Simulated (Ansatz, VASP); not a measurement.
## Cd in VASP and in Ansatz

File INCAR:

```
SYSTEM = Cd
  ALGO = Normal
  EDIFF = 1E-6
  ENCUT = 520
  GGA = PS
  ISIF = 2
  ISMEAR = -1
  LASPH = .True.
  LCHARG = .False.
  LREAL = .False.
  LWAVE = .False.
  NBANDS = 12
  NELM = 80
  PREC = Accurate
  SIGMA = 0.1
```

KPOINTS

```
k-points
0
Gamma
  15 15 15
  0 0 0
```

File POSCAR:

```
Cd
1.0
   -1.5952331391      1.5952331391      1.5952331391
    1.5952331391     -1.5952331391      1.5952331391
    1.5952331391      1.5952331391     -1.5952331391
Cd
1
Direct
    0.0000000000      0.0000000000      0.0000000000
```

Input for Ansatz:

```yaml
crystal:
  lattice:
    - [-1.5952331391, 1.5952331391, 1.5952331391]
    - [1.5952331391, -1.5952331391, 1.5952331391]
    - [1.5952331391, 1.5952331391, -1.5952331391]
  atoms:
    - { symbol: Cd, position: [0.0, 0.0, 0.0] }
kpoints:
  mp_grid: { grid: [15, 15, 15] }
scf:
  occupations: { method: fermi_dirac, width: 0.1 }
hamiltonian:
  xc: pbesol
  pseudopotentials: { kind: all_electron, lapw: { basis_error: 0.001 } }
output:
  forces: true
  stress: true
  eigenvalues: true
  populations: true
```

Change from the starting cell: volume scaled by 0.76, LAPW.

Alike in both runs: task single point; functional PBEsol; k mesh 15 × 15 × 15; occupations fermi-dirac, width 0.1 eV; no spin polarisation.

|  | VASP | Ansatz |
| --- | --- | --- |
| version | VASP 6.6.1 | Ansatz 0.2.0 |
| potentials or method | VASP PAW PBE potentials, release 64 (Cd), cutoff 520 eV | all-electron LAPW, scalar-relativistic |

VASP gave:

- pressure (GPa): 33.2

Problem. What did Ansatz give for the same quantities?

Solution. Pressure (GPa): 31.8.

VASP's potentials were made for PBE, not for PBEsol. Both programs put the cell under a high pressure, so it lies far from rest at this level. Ansatz ran all-electron here, and VASP with PAW potentials.
